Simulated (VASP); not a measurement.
# Mo (Cmcm) in VASP: a series of runs

Mo is run at these levels: PBE; tasks: single point.

Everything below comes from runs of VASP 6.6.1. Logs are shortened: lines on timing, memory, paths and dates and some standing lists are left out, and cuts for length are marked.

## Step 1: The cell of the first run

Symmetry: Cmcm, No. 63, orthorhombic system. Conventional cell: a = 3.160 Å, b = 4.470 Å, c = 4.470 Å, α = 90.00°, β = 90.00°, γ = 90.00°. Within 3.6 Å of Mo (site symmetry m2m) lie 14 Mo at 2.74 to 3.38 Å.

## Step 2: Single point, PBE (atoms displaced along a vibrational mode)

INCAR reads:

```
PREC = Accurate
ENCUT = 520
EDIFF = 1E-7
ISMEAR = 0
SIGMA = 0.15
LREAL = F
LASPH = T
NELM = 60
ALGO = Fast
ISIF = 2
LWAVE = F
LCHARG = T
GGA = PE
LELF = T
LVHAR = T
NBANDS = 21
```

KPOINTS reads:

```
regular mesh
0
Gamma
  24 24 14
```

POSCAR reads:

```
Mo
1.0
   -1.5802194352      1.5802194352      1.5802194352
    1.5802194352     -1.5802194352      1.5802194352
    3.1604388703      3.1604388703      0.0000000000
Mo
2
Direct
    0.0335605343     -0.0335605343      0.0000000000
    0.4664394657      0.5335605343      0.5000000000
```

Potentials or basis: VASP PAW PBE potentials, release 64 (Mo_sv).

The run is started by

```sh
> cat potpaw_PBE.64/Mo_sv/POTCAR > POTCAR
> mpirun -np 1 vasp_std > vasp.out
```

OUTCAR:

```text
PREC = Accurate
   ENCUT = 520
   EDIFF = 1E-7
   ISMEAR = 0
   LREAL = F
   LASPH = T
   NELM = 60
   ISIF = 2
   GGA = PE

 ion  position               nearest neighbor table
   1  0.034  0.966  0.000-   2 2.75   2 2.75   2 2.75   2 2.75   2 2.96   2 2.96   2 3.38   2 3.38

   2  0.466  0.534  0.500-   1 2.75   1 2.75   1 2.75   1 2.75   1 2.96   1 2.96   1 3.38   1 3.38

  LATTYP: Found a base centered orthorhombic cell.
 ALAT       =     3.1604388704
 B/A-ratio  =     1.4142135624
 C/A-ratio  =     1.4142135623

  Lattice vectors:

 A1 = (  -1.5802194352,   1.5802194352,   1.5802194352)
 A2 = (   1.5802194352,  -1.5802194352,   1.5802194352)
 A3 = (   3.1604388703,   3.1604388703,   0.0000000000)

Analysis of symmetry for initial positions (statically):
=====================================================================
 Subroutine PRICEL returns:
 Original cell was already a primitive cell.

 Routine SETGRP: Setting up the symmetry group for a
 base centered orthorhombic supercell.

 Subroutine GETGRP returns: Found  8 space group operations
 (whereof  4 operations were pure point group operations)
 out of a pool of  8 trial point group operations.

The static configuration has the point symmetry C_2v.
 The point group associated with its full space group is D_2h.

Analysis of symmetry for dynamics (positions and initial velocities):
=====================================================================
 Subroutine PRICEL returns:
 Original cell was already a primitive cell.

 Routine SETGRP: Setting up the symmetry group for a
 base centered orthorhombic supercell.

 Subroutine GETGRP returns: Found  8 space group operations
 (whereof  4 operations were pure point group operations)
 out of a pool of  8 trial point group operations.

The dynamic configuration has the point symmetry C_2v.
 The point group associated with its full space group is D_2h.

 Subroutine INISYM returns: Found  8 space group operations
 (whereof  4 operations are pure point group operations),
 and found     1 'primitive' translations

----------------------------------------------------------------------------------------

                                     Primitive cell

  volume of cell :      31.5676

  direct lattice vectors                    reciprocal lattice vectors
    -1.580219435  1.580219435  1.580219435    -0.158205876  0.158205876  0.316411752
     1.580219435 -1.580219435  1.580219435     0.158205876 -0.158205876  0.316411752
     3.160438870  3.160438870  0.000000000     0.158205876  0.158205876  0.000000000

  length of vectors
     2.737020349  2.737020349  4.469535513     0.387523670  0.387523670  0.223736895

  position of ions in fractional coordinates (direct lattice)
     0.033560534  0.966439466  0.000000000
     0.466439466  0.533560534  0.500000000

  ion indices of the primitive-cell ions
   primitive index   ion index
                 1           1
                 2           2

----------------------------------------------------------------------------------------

 KPOINTS: regular mesh

Automatic generation of k-mesh.
 Grid dimensions read from file:
 generate k-points for:   24   24   14

 Generating k-lattice:

  Cartesian coordinates                     Fractional coordinates (reciprocal lattice)
    -0.006591911  0.006591911  0.013183823     0.041666667  0.000000000  0.000000000
     0.006591911 -0.006591911  0.013183823     0.000000000  0.041666667  0.000000000
     0.011300420  0.011300420  0.000000000     0.000000000  0.000000000  0.071428571

  Length of vectors
     0.016146820  0.016146820  0.015981207

  Shift w.r.t. Gamma in fractional coordinates (k-lattice)
     0.000000000  0.000000000  0.000000000

 Subroutine IBZKPT returns following result:
 ===========================================

 Found   1256 irreducible k-points:

 Following reciprocal coordinates:
            Coordinates               Weight
  0.000000  0.000000  0.000000      1.000000
  0.041667  0.000000  0.000000      4.000000
  0.083333  0.000000  0.000000      4.000000
  0.125000  0.000000  0.000000      4.000000
  0.166667  0.000000  0.000000      4.000000
  0.208333  0.000000  0.000000      4.000000
[... 16 lines left out ...]
  0.416667  0.041667  0.000000      4.000000
  0.458333  0.041667  0.000000      4.000000
 [... further k-points ...]
   k-points           NKPTS =   1256   k-points in BZ     NKDIM =   1256   number of bands    NBANDS=     21
   number of dos      NEDOS =    301   number of ions     NIONS =      2
   total plane-waves  NPLWV =  14400
   dimension x,y,z NGX =    20 NGY =   20 NGZ =   36
   dimension x,y,z NGXF=    40 NGYF=   40 NGZF=   72
   ions per type =               2
   NGX,Y,Z   is equivalent  to a cutoff of  12.15, 12.15, 13.39 a.u.
   NGXF,Y,Z  is equivalent  to a cutoff of  24.30, 24.30, 26.78 a.u.
 SYSTEM =  unknown system
   PREC   = accura    normal or accurate (medium, high low for compatibility)
   ISTART =      0    job   : 0-new  1-cont  2-samecut
   ICHARG =      2    charge: 1-file 2-atom 10-const
   ISPIN  =      1    spin polarized calculation?
   LNONCOLLINEAR =      F non collinear calculations
   LSORBIT =      F    spin-orbit coupling
   LASPH  =      T    aspherical Exc in radial PAW
   ENCUT  =  520.0 eV  38.22 Ry    6.18 a.u.   5.09  5.09  8.31*2*pi/ulx,y,z
   NELM   =     60;   NELMIN=  2; NELMDL= -5     # of ELM steps
   EDIFF  = 0.1E-06   stopping-criterion for ELM
   LREAL  =      F    real-space projection
   EDIFFG = 0.1E-05   stopping-criterion for IOM
   NSW    =      0    number of steps for IOM
   IBRION =     -1    ionic relax: 0-MD 1-quasi-New 2-CG
   NFREE  =      0    steps in history (QN), initial steepest desc. (CG)
   ISIF   =      2    stress and relaxation
   ISYM   =      2    0-nonsym 1-usesym 2-fastsym
   POTIM  = 0.5000    time-step for ionic-motion
   TEBEG  =    0.0;   TEEND  =   0.0 temperature during run
   PSTRESS=    0.0 pullay stress
   NELECT =      28.0000    total number of electrons
   NUPDOWN=      -1.0000    fix difference up-down
   EMIN   =  10.00;   EMAX   =-10.00  energy-range for DOS
   EFERMI =   0.00;   METHOD = LEGACY
   ISMEAR =     0;   SIGMA  =   0.15  broadening in eV -4-tet -1-fermi 0-gaus
   EFERMI_NEDOS =   21; number of points for ismear=-14 and -15
   IALGO  =     68    algorithm
   IMIX   =      4    mixing-type and parameters
     AMIX     =   0.40;   BMIX     =  1.00
     AMIX_MAG =   1.60;   BMIX_MAG =  1.00
  volume/ion in A,a.u.               =      15.78       106.51
  Fermi-wavevector in a.u.,A,eV,Ry     =   1.572945  2.972434 33.662922  2.474155
  Thomas-Fermi vector in A             =   2.674303
   LORBIT       =      0    0 simple, 1 ext, 2 COOP (PROOUT), +10 PAW based schemes
   GGA     = PE    functional components
   LHFCALC =     F    Hartree Fock is set to
   AEXX    =    0.0000 exact exchange contribution
   IVDW    =     0    specifies the selected vdW correction
   LEPSILON=     F    determine dielectric tensor
   LRPA    =     F    only Hartree local field effects (RPA)
 non-spin polarized calculation
 RMM-DIIS sequential band-by-band and
 Gauss-broadening in eV      SIGMA  =   0.15
  energy-cutoff  :      520.00
  volume of cell :       31.57
 maximum number of plane-waves:       872
   NGX = 11   NGY = 11   NGZ = 17

 number of electron      28.0000004 magnetization

 Free energy of the ion-electron system (eV)
  ---------------------------------------------------
  ext. energy  EPLUGINS =         0.00000000
  ---------------------------------------------------
  free energy    TOTEN  =       -21.61551367 eV

  energy without entropy =      -21.59765782  energy(sigma->0) =      -21.60658574

 E-fermi :  12.3879     XC(G=0): -13.3302

 val. band max:       12.3879047698   @ k =  -0.2500   0.2500   0.3571
 cond. band min:      12.3887098412   @ k =  -0.4583   0.0833   0.5000
 fundamental gap:      0.0008050714
 Fermi energy:        12.3879409658

 k-point     1 :       0.0000    0.0000    0.0000
  band No.  band energies     occupation
      1     -48.8111      2.00000
      2     -48.5560      2.00000
      3     -23.4538      2.00000
      4     -22.5175      2.00000
      5     -22.1453      2.00000
      6     -22.1261      2.00000
[... 13 lines left out ...]
     20      16.6829      0.00000
     21      23.7339      0.00000

 k-point     2 :       0.0417    0.0000    0.0000
  band No.  band energies     occupation
      1     -48.8079      2.00000
      2     -48.5549      2.00000
      3     -23.4464      2.00000
      4     -22.5246      2.00000
      5     -22.1580      2.00000
      6     -22.1363      2.00000
[... 13 lines left out ...]
     20      16.8719      0.00000
     21      23.7025      0.00000

 k-point     3 :       0.0833    0.0000    0.0000
  band No.  band energies     occupation
      1     -48.7985      2.00000
      2     -48.5517      2.00000
      3     -23.4246      2.00000
      4     -22.5478      2.00000
      5     -22.1910      2.00000
      6     -22.1803      2.00000
[... 13 lines left out ...]
     20      17.3990      0.00000
     21      23.6074      0.00000

 k-point     4 :       0.1250    0.0000    0.0000
  band No.  band energies     occupation
      1     -48.7834      2.00000
      2     -48.5468      2.00000
      3     -23.3889      2.00000
      4     -22.5914      2.00000
      5     -22.2697      2.00000
      6     -22.2234      2.00000
[... 13 lines left out ...]
     20      18.1420      0.00000
     21      23.4527      0.00000

 k-point     5 :       0.1667    0.0000    0.0000
  band No.  band energies     occupation
      1     -48.7633      2.00000
      2     -48.5408      2.00000
      3     -23.3402      2.00000
      4     -22.6589      2.00000
      5     -22.3813      2.00000
      6     -22.2586      2.00000
[... 13 lines left out ...]
     20      18.9946      0.00000
     21      23.2434      0.00000
[... 382 lines left out ...]
     20      22.3562      0.00000
     21      22.5083      0.00000

 k-point    22 :       0.3750    0.0417    0.0000
  band No.  band energies     occupation
      1     -48.6148      2.00000
      2     -48.5286      2.00000
      3     -23.1543      2.00000
      4     -23.0301      2.00000
      5     -22.9109      2.00000
      6     -22.4509      2.00000
[... 13 lines left out ...]
     20      21.4500      0.00000
     21      22.6554      0.00000

 k-point    23 :       0.4167    0.0417    0.0000
  band No.  band energies     occupation
      1     -48.5913      2.00000
      2     -48.5328      2.00000
      3     -23.2174      2.00000
      4     -23.1093      2.00000
      5     -22.8288      2.00000
      6     -22.5165      2.00000
[... 13 lines left out ...]
     20      20.4986      0.00000
     21      23.0440      0.00000

 k-point    24 :       0.4583    0.0417    0.0000
  band No.  band energies     occupation
      1     -48.5754      2.00000
      2     -48.5370      2.00000
      3     -23.2553      2.00000
      4     -23.1578      2.00000
      5     -22.7695      2.00000
      6     -22.5656      2.00000
[... 13 lines left out ...]
     20      19.5436      0.00000
     21      23.5354      0.00000

 [... further k-points ...]

------------------------ aborting loop because EDIFF is reached ----------------------------------------

  FORCE on cell =-STRESS in cart. coord.  units (eV):
  Direction    XX          YY          ZZ          XY          YZ          ZX
  --------------------------------------------------------------------------------------
  -------------------------------------------------------------------------------------
  Total        0.5498101      0.5498101      0.1691795      1.0231618      0.0000000      0.0000000
  in kB       27.9049391     27.9049391      8.5865008     51.9293301      0.0000000      0.0000000
  external PRESSURE =      21.4654597 kB  Pullay stress =       0.0000000 kB

 VOLUME and BASIS-vectors are now :
 -----------------------------------------------------------------------------
  energy-cutoff  :      520.00
  volume of cell :       31.57
      direct lattice vectors                 reciprocal lattice vectors
    -1.580219435  1.580219435  1.580219435    -0.158205876  0.158205876  0.316411752
     1.580219435 -1.580219435  1.580219435     0.158205876 -0.158205876  0.316411752
     3.160438870  3.160438870  0.000000000     0.158205876  0.158205876  0.000000000

 POSITION                                       TOTAL-FORCE (eV/Angst)
 -----------------------------------------------------------------------------------
      1.47415     -1.47415      1.58022         1.093912     -1.093912      0.000000
      1.68629      1.47415      1.58022        -1.093912      1.093912      0.000000
 -----------------------------------------------------------------------------------
    total drift:                               -0.000000     -0.000000     -0.000000

  FREE ENERGIE OF THE ION-ELECTRON SYSTEM (eV)
  ---------------------------------------------------
  free  energy   TOTEN  =       -21.6155136733 eV

  energy  without entropy=      -21.5976578157  energy(sigma->0) =      -21.60658574
```

It took 5.8 min on 1 thread of AMD EPYC 9R45 (Zen 5), shared host; peak memory 0.65 GiB.

Results:

| Quantity | Value |
| --- | --- |
| Free energy | -21.6155 eV |
| Pressure | 2.1 GPa |
| Largest force | 1.547 eV/Å |
| Band gap on the k mesh | zero (bands 14 and 15 overlap by 2.54 eV) |

Forces in eV/Å, atoms in the order of the input:
```
Mo   1.094 -1.094  0.000
Mo  -1.094  1.094  0.000
```

Levels at points of the mesh, in eV from the Fermi level:
```
           k point  band 12  band 13  band 14  band 15  band 16  band 17
(0.00, 0.00, 0.00)    -1.41    -1.08    -1.07     1.39     1.52     1.57
(0.50, 0.00, 0.00)    -2.17    -1.65    -1.23     0.26     2.37     2.66
(0.50, 0.50, 0.00)    -3.23     1.17     1.63     1.72     3.91     4.12
(0.00, 0.00, 0.50)    -2.52    -1.49    -1.49     0.68     0.68     1.33
(0.50, 0.00, 0.50)    -3.21     1.41     1.41     1.59     1.59     2.46
(0.50, 0.50, 0.50)    -3.15    -0.69    -0.69     0.68     0.68     4.36
```

Caveat: the cell differs from its parent crystal (atoms displaced along a vibrational mode); forces of over 1 eV/Å act on the atoms, so gaps and moduli don't describe the material at rest.

## Step 3: Single point, PBE (atoms displaced along a vibrational mode)

INCAR reads:

```
SYSTEM = Mo
PREC = Accurate ; ENCUT = 520
EDIFF = 1E-7 ; ISMEAR = 0
SIGMA = 0.15 ; LREAL = .FALSE.
LASPH = .TRUE. ; NELM = 100
ALGO = Fast ; ISIF = 2
LWAVE = .FALSE. ; LCHARG = .FALSE.
GGA = PE ; NBANDS = 21
```

KPOINTS reads:

```
Automatic mesh
0
G
  24 24 14
  0 0 0
```

POSCAR reads:

```
Mo
1.0
   -1.5802194352      1.5802194352      1.5802194352
    1.5802194352     -1.5802194352      1.5802194352
    3.1604388703      3.1604388703      0.0000000000
Mo
2
Direct
   -0.0167802672      0.0167802672      0.0000000000
    0.5167802672      0.4832197328      0.5000000000
```

Potentials or basis: VASP PAW PBE potentials, release 64 (Mo_sv).

The run is started by

```sh
> cat potpaw_PBE.64/Mo_sv/POTCAR > POTCAR
> mpirun -np 1 vasp_std > vasp.out
```

It took 5.9 min on 1 thread of AMD EPYC 9R45 (Zen 5), shared host; peak memory 0.65 GiB.

It converged, with:

```
Free energy            : -21.8061 eV
Pressure               : 1.0 GPa
Largest force          : 0.924 eV/Å
Band gap on the k mesh : zero (bands 14 and 15 overlap by 2.74 eV)
```

Forces on the atoms (eV/Å):
```
Mo  -0.653  0.653  0.000
Mo   0.653 -0.653  0.000
```

Stress tensor (GPa, compression positive):
```
1.21 1.51 0.00
1.51 1.21 0.00
0.00 0.00 0.67
```

Levels at points of the mesh, in eV from the Fermi level:
```
           k point  band 10  band 11  band 12  band 13  band 14  band 15  band 16  band 17  band 18  band 19
(0.00, 0.00, 0.00)    -5.27    -3.35    -1.39    -1.30    -1.30     1.54     1.60     1.60     1.60     2.35
(0.50, 0.00, 0.00)    -3.85    -3.28    -2.58    -1.76    -1.56     0.68     1.97     2.36     2.52     6.05
(0.50, 0.50, 0.00)    -5.33    -5.24    -3.34     1.44     1.63     2.11     3.90     3.95     4.09     4.63
(0.00, 0.00, 0.50)    -5.25    -2.50    -2.50    -1.55    -1.55     0.91     0.91     1.09     1.09     2.03
(0.50, 0.00, 0.50)    -5.26    -3.34    -3.34     1.51     1.51     1.63     1.63     2.31     2.31     4.64
(0.50, 0.50, 0.50)    -4.39    -3.27    -3.27    -0.77    -0.77     0.38     0.38     4.28     4.28     7.29
```

Caveat: the cell differs from its parent crystal (atoms displaced along a vibrational mode).
